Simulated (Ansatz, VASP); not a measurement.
Al3GaN4: VASP beside Ansatz

```
Al Ga N
1.0
     5.04341    0.00000    0.00011
     0.00000    3.13007    0.00000
    -0.00324    0.00000    5.41799
Al Ga N
3 1 4
Direct
  0.50023 0.50000 0.16733
  0.00092 0.50000 0.83481
  0.00109 0.00000 0.33169
  0.49942 0.00000 0.66620
  0.11117 0.00000 0.66633
  0.12245 0.50000 0.16716
  0.62512 0.50000 0.84019
  0.62319 0.00000 0.32629
```

Alike in both runs: functional PBEsol; k mesh 6 × 8 × 4; occupations gaussian, width 0.02 eV; no spin polarisation.

Ansatz relaxed the structure, and its values are those at the end. VASP's run is a single point on that final structure, the one shown.

|  | VASP | Ansatz |
| --- | --- | --- |
| version | VASP 6.6.1 | Ansatz 0.2.0 |
| potentials or method | VASP PAW PBE potentials, release 64 (Al, Ga_d, N), cutoff 520 eV | scalar-relativistic, plane waves, PAW |
| valence electrons in the cell | 42 | 42 |

Ansatz gave:

```
gap on the k mesh at the Fermi level (eV) : 3.48
least direct gap on the mesh (eV)         : 3.48
pressure (GPa)                            : 0.0
rms of the force components (eV/Å)        : 0.001
```

Q: What did VASP give for the same quantities?

A: gap on the k mesh at the Fermi level (eV): 3.50; least direct gap on the mesh (eV): 3.50; pressure (GPa): -0.1; rms of the force components (eV/Å): 0.004.

VASP's potentials were made for PBE, not for PBEsol.
